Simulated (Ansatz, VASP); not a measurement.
# One calculation of MgCd2S3, two programs

The input INCAR:

```
PREC = Accurate
ENCUT = 600
EDIFF = 1E-6
ISMEAR = 0
SIGMA = 0.02
LREAL = False
LASPH = True
NELM = 60
ALGO = Normal
ISIF = 3
LWAVE = False
LCHARG = False
GGA = PE
IBRION = 2
NSW = 100
EDIFFG = -0.01
```

KPOINTS

```
regular mesh
0
Gamma
  10 10 10
```

POSCAR

```
MgCd2S3
1.0
   -2.0692688738      2.0692688738      8.7417948938
    2.0692688738     -2.0692688738      8.7417948938
    2.0692688738      2.0692688738     -8.7417948938
Mg Cd S
1 2 3
Direct
    0.0000000000      0.0000000000      0.0000000000
    0.3361530078      0.3361530078      0.0000000000
    0.6638469922      0.6638469922      0.0000000000
    0.2500000000      0.7500000000      0.5000000000
    0.5774675299      0.0774675299      0.5000000000
    0.9225324701      0.4225324701      0.5000000000
```

Input for Ansatz:

```yaml
crystal:
  lattice:
    - [-2.0692688783, 2.0692688783, 8.7417948628]
    - [2.0692688783, -2.0692688783, 8.7417948628]
    - [2.0692688783, 2.0692688783, -8.7417948628]
  atoms:
    - { symbol: Mg, position: [0.0, 0.0, 0.0] }
    - { symbol: Cd, position: [0.3361530085, 0.3361530085, 0.0] }
    - { symbol: Cd, position: [0.6638469915, 0.6638469915, 0.0] }
    - { symbol: S, position: [0.25, 0.75, 0.5] }
    - { symbol: S, position: [0.5774675295, 0.0774675295, 0.5] }
    - { symbol: S, position: [0.9225324705, 0.4225324705, 0.5] }
basis:
  ecutwfc: 420
kpoints:
  mp_grid: { grid: [10, 10, 10] }
hamiltonian:
  xc: pbe
scf:
  occupations: { method: gaussian, width: 0.02 }
output:
  forces: true
  stress: true
  eigenvalues: true
relax:
  adjacent_minimum: "off"
  f_tol: 0.01
  max_steps: 80
  cell: { stress_tol: 0.05 }
```

Alike in both runs: task relaxation of cell and atoms; functional PBE; k mesh 10 × 10 × 10; occupations gaussian, width 0.02 eV; no spin polarisation.

```csv
,VASP,Ansatz
version,VASP 6.6.1,Ansatz 0.2.0
potentials or method,"VASP PAW PBE potentials, release 64 (Mg, Cd, S), cutoff 600 eV","scalar-relativistic, plane waves, PAW"
valence electrons in the cell,44,68
```

```tsv
	VASP	Ansatz	Ansatz less VASP
gap on the k mesh at the Fermi level, each at its own relaxed structure (eV)	1.65	1.66	+0.006
relaxed volume (Å³/atom)	25.06	25.00	-0.064
relaxed length of the cell vector where the two differ most in proportion (Å)	9.228	9.221	-0.0070
```

VASP's potentials hold 44 valence electrons a cell and Ansatz's 68, so a difference there can come from the potentials and not from the codes.
